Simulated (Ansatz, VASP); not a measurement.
**TiS2: VASP beside Ansatz**

File POSCAR:

```
TiS2
1.0
    3.3202889918      0.0000000000      0.0000000000
   -1.6601444959      2.8754546148      0.0000000000
    0.0000000000      0.0000000000     18.8650911831
S Ti
2 1
Direct
    0.3333333333      0.6666666667      0.4240636805
    0.6666666667      0.3333333333      0.5759363195
    0.0000000000      0.0000000000      0.5000000000
```

File INCAR.step1:

```
ALGO = Normal
DIPOL = 0.5 0.5 0.500
EDIFF = 1E-5
ENCUT = 440
GGA = PE
GGA_COMPAT = F
IDIPOL = 3
ISMEAR = 0
LASPH = T
LCHARG = F
LDIPOL = T
LREAL = F
LWAVE = T
NBANDS = 19
NELM = 120
NELMDL = -8
PREC = Accurate
SIGMA = 0.08
```

INCAR.step2

```
ALGO = Normal
DIPOL = 0.5 0.5 0.500
EDIFF = 1E-6
ENCUT = 440
GGA_COMPAT = F
IDIPOL = 3
ISIF = 2
ISMEAR = 0
ISTART = 1
LASPH = T
LCHARG = F
LDIPOL = T
LMIXTAU = T
LREAL = F
LWAVE = F
METAGGA = R2SCAN
NBANDS = 19
NELM = 120
PREC = Accurate
SIGMA = 0.08
```

KPOINTS

```
k-points
0
Gamma
  12 12 1
```

Input for Ansatz:

```yaml
crystal:
  lattice:
    - [3.3202889918, 0.0, 0.0]
    - [-1.6601444959, 2.8754546148, 0.0]
    - [0.0, 0.0, 18.8650911831]
  atoms:
    - { symbol: S, position: [0.3333333333, 0.6666666667, 0.4240636805] }
    - { symbol: Ti, position: [0.0, 0.0, 0.5] }
    - { symbol: S, position: [0.6666666667, 0.3333333333, 0.5759363195] }
basis:
  ecutwfc: 500
kpoints:
  mp_grid: { grid: [12, 12, 1] }
hamiltonian:
  xc: r2scan
  pseudopotentials: { kind: paw, azcp: { folder: soft_1 } }
scf:
  occupations: { method: gaussian, width: 0.08 }
  n_extra_bands: 7
  max_iter: 160
output:
  forces: true
  eigenvalues: true
  write_density: true
  write_potential: true
  elf: true
  volumetric_format: npy
efield:
  axis: 3
  dipole_correction: true
```

Alike in both runs: task single point; functional r2SCAN; k mesh 12 × 12 × 1; occupations gaussian, width 0.08 eV; no spin polarisation.

|  | VASP | Ansatz |
| --- | --- | --- |
| version | VASP 6.6.1 | Ansatz 0.2.0 |
| potentials or method | VASP PAW PBE potentials, release 64 (S, Ti_sv), cutoff 440 eV | scalar-relativistic, plane waves, PAW |
| valence electrons in the cell | 24 | 24 |

|  | VASP | Ansatz | Ansatz less VASP |
| --- | --- | --- | --- |
| gap on the k mesh at the Fermi level (eV) | none | none | - |
| rms of the force components (eV/Å) | 0.085 | 0.081 | -0.0039 |

VASP's potentials were made for PBE, not for r2SCAN. A gap of «none» marks a metal or a gap that the smearing closes. Ansatz's warnings: xc potential rough in thin density.
